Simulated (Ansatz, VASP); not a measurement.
CaSe in VASP and in Ansatz

File POSCAR:

```
CaSe
1.0
    3.6347849189      0.0387104594      0.0000000000
    0.0387104594      3.6347849189      0.0000000000
    0.0000000000      0.0000000000      3.6347849189
Ca Se
1 1
Direct
    0.0000000000      0.0000000000      0.0000000000
    0.5000000000      0.5000000000      0.5000000000
```

The input INCAR.step1:

```
SYSTEM = CaSe
PREC = Accurate ; ENCUT = 520
ISMEAR = 0 ; SIGMA = 0.01
LREAL = .FALSE. ; LASPH = .TRUE.
NELM = 60 ; NBANDS = 15
GGA = PE ; ALGO = Normal
EDIFF = 1E-4 ; LWAVE = .TRUE.
LCHARG = .FALSE.
```

File INCAR.step2:

```
SYSTEM = CaSe
PREC = Accurate ; ENCUT = 520
EDIFF = 1E-7 ; ISMEAR = 0
SIGMA = 0.01 ; LREAL = .FALSE.
LASPH = .TRUE. ; NELM = 60
ALGO = Normal ; ISIF = 2
LWAVE = .FALSE. ; LCHARG = .FALSE.
METAGGA = R2SCAN ; LMIXTAU = .TRUE.
NBANDS = 15 ; ISTART = 1
```

File KPOINTS:

```
regular mesh
0
G
  8 8 8
  0 0 0
```

Input for Ansatz:

```yaml
crystal:
  lattice:
    - [3.6347849189, 0.0387104594, 0.0]
    - [0.0387104594, 3.6347849189, 0.0]
    - [0.0, 0.0, 3.6347849189]
  atoms:
    - { symbol: Ca, position: [0.0, 0.0, 0.0] }
    - { symbol: Se, position: [0.5, 0.5, 0.5] }
kpoints:
  mp_grid: { grid: [8, 8, 8] }
  band_path:
    path: [[0.0, 0.0, 0.0], [0.0, 0.5, 0.0], [0.5, 0.5, 0.0], [0.5, 0.5, 0.5]]
    npoints: 1
hamiltonian:
  xc: r2scan
scf:
  occupations: { method: fixed }
  n_extra_bands: 4
output:
  forces: true
  stress: true
  eigenvalues: true
```

Change from the starting cell: shear_xy strain +2.1%.

Alike in both runs: task single point; functional r2SCAN; k mesh 8 × 8 × 8; no spin polarisation.

|  | VASP | Ansatz |
| --- | --- | --- |
| version | VASP 6.6.1 | Ansatz 0.2.0 |
| potentials or method | VASP PAW PBE potentials, release 64 (Ca_sv, Se) | plane waves, PAW |
| plane-wave cutoff (eV) | 520 | 500 |
| occupations | gaussian, width 0.01 eV | fixed |
| valence electrons in the cell | 16 | 26 |

Ansatz gave:

```
gap on the k mesh at the Fermi level (eV) : 1.24
pressure (GPa)                            : 0.0
```

Estimate VASP's values.

gap on the k mesh at the Fermi level (eV): 1.25; pressure (GPa): 0.2.

VASP's potentials were made for PBE, not for r2SCAN. VASP's potentials hold 16 valence electrons a cell and Ansatz's 26, so a difference there can come from the potentials and not from the codes.
